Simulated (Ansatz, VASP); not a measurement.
Two plane-wave programs on TaC2

```
Ta C
1.0
     3.78250    0.00000    0.00000
    -1.89125    3.27574    0.00000
     0.00000    0.00000    3.18889
Ta C
1 2
Direct
  0.00000 0.00000 0.50000
  0.33333 0.66667 0.50000
  0.66667 0.33333 0.50000
```

Alike in both runs: functional PBE; k mesh 12 × 12 × 14; occupations gaussian, width 0.1 eV; no spin polarisation.

Ansatz relaxed the structure, and its values are those at the end. VASP's run is a single point on that final structure, the one shown.

|  | VASP | Ansatz |
| --- | --- | --- |
| version | VASP 6.6.1 | Ansatz 0.2.0 |
| potentials or method | VASP PAW PBE potentials, release 64 (Ta_sv_GW, C), cutoff 600 eV | scalar-relativistic, plane waves, PAW |
| valence electrons in the cell | 21 | 21 |

|  | VASP | Ansatz | Ansatz less VASP |
| --- | --- | --- | --- |
| gap on the k mesh at the Fermi level (eV) | none | none | - |
| pressure (GPa) | 0.0 | 0.0 | -0.01 |

A gap of «none» marks a metal or a gap that the smearing closes. With one functional, cell and mesh, what is left measures potentials, basis and numerics.

Neither program's run includes spin-orbit coupling.
